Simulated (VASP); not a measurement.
Runs of VASP 6.6.1 on LiH. The cell holds a slab with vacuum, 2 atoms: a = 3.088 Å, b = 3.088 Å, c = 24.600 Å, α = 90.00°, β = 90.00°, γ = 120.00°. 

```csv
level,k mesh,cutoff (eV),grid for exact exchange (PRECFOCK),share of exact exchange,screening parameter,gap on the mesh (eV)
r2SCAN,12 × 12 × 1,720,-,-,-,4.03
r2SCANh,6 × 6 × 1,720,Normal,0.1,-,(b)
PBE0,6 × 6 × 1,650,Normal,0.25,-,(a)
HSE06,6 × 6 × 1,650,Normal,0.25,0.2079 1/Å,4.48
HF,6 × 6 × 1,650,Normal,1,-,9.48
```

Alike in all rows: task single point; potentials or basis VASP PAW PBE potentials, release 64 (Li_sv, H); no spin polarisation; cell as given; smearing gaussian 0.01 eV.

Estimate the missing entries.

(a) 5.20; (b) 4.64.

A k mesh can miss the band edges.
